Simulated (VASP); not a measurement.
Wanted: the native input for a VASP 6.6.1 run.

| Quantity | Value |
| --- | --- |
| Task | single point |
| Functional | PBEsol |
| Potentials or basis | VASP PAW PBE potentials, release 64 (Cu) |
| Cutoff | 520 eV |
| k mesh | 26 × 26 × 26 |
| Occupations | gaussian, width 0.15 eV |
| Spin | no spin polarisation |
| Dipole correction | no |
| Further INCAR settings | ALGO = Fast; EDIFF = 1e-06; NBANDS = 12 |

The structure of Cu lies in POSCAR:

```
Cu
1.0
   -1.5542019896      1.5542019896      1.1858710449
    1.5542019896     -1.5542019896      1.1858710449
    1.5542019896      1.5542019896     -1.1858710449
Cu
1
Direct
    0.0000000000      0.0000000000      0.0000000000
```

This cell differs from its parent crystal: ratio of the length along z to the lengths across it x 0.8, volume and fractional coordinates fixed.

The input as run:

INCAR

```
PREC = Accurate ; ENCUT = 520
EDIFF = 1E-6 ; ISMEAR = 0
SIGMA = 0.15 ; LREAL = False
LASPH = True ; NELM = 60
ALGO = Fast ; ISIF = 2
LWAVE = False ; LCHARG = False
GGA = PS ; NBANDS = 12
```

KPOINTS

```
Automatic mesh
0
Gamma
  26 26 26
```

Potentials or basis: VASP PAW PBE potentials, release 64 (Cu).

The run is started by

```console
$ cat potpaw_PBE.64/Cu/POTCAR > POTCAR
$ mpirun -np 1 vasp_std > vasp.out
```

It gave:

The pressure is 4.2 GPa and the band gap on the k mesh is zero (an odd number of electrons rules out a gap without spin polarisation).

Caveat: the stress differs along the axes, from -3 to 18 GPa; the PAW data sets were made with another functional, which shifts forces and pressure a little.

Run time: 2.8 min on 1 thread of Intel(R) Xeon(R) Platinum 8259CL CPU @ 2.50GHz (Skylake/Cascade Lake), with other jobs on the host, peak memory 0.28 GiB.
